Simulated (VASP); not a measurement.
Here is a VASP 6.6.1 calculation.

The input INCAR:

```
PREC = Accurate
ENCUT = 520
EDIFF = 1E-6
ISMEAR = 0
SIGMA = 0.1
LREAL = F
LASPH = T
NELM = 80
ALGO = Normal
ISIF = 2
LWAVE = F
LCHARG = T
GGA = PE
LELF = T
LVHAR = T
NBANDS = 35
```

Contents of KPOINTS:

```
regular mesh
0
Gamma
  4 4 4
```

The input POSCAR:

```
HfCl6
1.0
    6.9977695484      0.0000000000      0.0000000000
    0.0000000000      6.9977695484      0.0000000000
    0.0000000000      0.0000000000      6.9977695484
Hf Cl
1 6
Direct
    0.0000000000      0.0000000000      0.0000000000
    0.1508792180      0.5000000000      0.5000000000
    0.5000000000      0.5000000000      0.8491207820
    0.5000000000      0.5000000000      0.1508792180
    0.5000000000      0.1508792180      0.5000000000
    0.5000000000      0.8491207820      0.5000000000
    0.8491207820      0.5000000000      0.5000000000
```

Potentials or basis: VASP PAW PBE potentials, release 64 (Hf_pv, Cl).

The run is started by

```bash
$ cat potpaw_PBE.64/Hf_pv/POTCAR potpaw_PBE.64/Cl/POTCAR > POTCAR
$ mpirun -np 1 vasp_std > vasp.out
```

Question: Estimate the largest force.

Answer: 0.128 eV/Å.

Question: Predict the pressure.

Answer: -0.1 GPa.

Question: What does it give for the band gap on the k mesh?

Answer: Zero (band 26 reaches -0.87 eV, above the bottom of band 27 at -0.91 eV).

Forces on the atoms (eV/Å):
```
Hf   0.000  0.000  0.000
Cl  -0.128  0.000  0.000
Cl   0.000  0.000  0.128
Cl   0.000  0.000 -0.128
Cl   0.000 -0.128  0.000
Cl   0.000  0.128  0.000
Cl   0.128  0.000  0.000
```

Caveat: spin-orbit coupling is left out, which moves the levels of the heavy elements.
